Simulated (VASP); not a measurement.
Set up this calculation in VASP 6.6.1, as the native input.

```
Task                   : single point
Functional             : LDA
Potentials or basis    : VASP PAW LDA potentials, release 64 (Cs_sv)
Cutoff                 : 520 eV
k mesh                 : 10 × 10 × 10
Occupations            : fermi-dirac, width 0.1 eV
Spin                   : no spin polarisation
Dipole correction      : no
Further INCAR settings : ALGO = Normal; EDIFF = 1e-06; NBANDS = 10
```

The structure of Cs lies in POSCAR:

```
Cs
1.0
    0.0000000000      3.3014456476      3.3014456476
    3.3014456476      0.0000000000      3.3014456476
    3.3014456476      3.3014456476      0.0000000000
Cs
1
Direct
    0.0000000000      0.0000000000      0.0000000000
```

This cell differs from its parent crystal: volume scaled by 0.75.

One way to write it, as run:

INCAR

```
SYSTEM = Cs
PREC = Accurate
ENCUT = 520
EDIFF = 1E-6
ISMEAR = -1
SIGMA = 0.1
LREAL = .False.
LASPH = .True.
NELM = 60
ALGO = Normal
ISIF = 2
LWAVE = .False.
LCHARG = .True.
LELF = .True.
LVHAR = .True.
NBANDS = 10
```

KPOINTS

```
regular mesh
0
Gamma
  10 10 10
  0 0 0
```

Potentials or basis: VASP PAW LDA potentials, release 64 (Cs_sv).

Launch:

```bash
$ cat potpaw_LDA.64/Cs_sv/POTCAR > POTCAR
$ mpirun -np 1 vasp_std > vasp.out
```

Results of the run:

```json
{
  "Pressure": "1.0 GPa"
}
```

Wall time 24 s on 1 thread of Intel(R) Xeon(R) Platinum 8259CL CPU @ 2.50GHz (Skylake/Cascade Lake), on a shared host, peak memory 0.18 GiB.
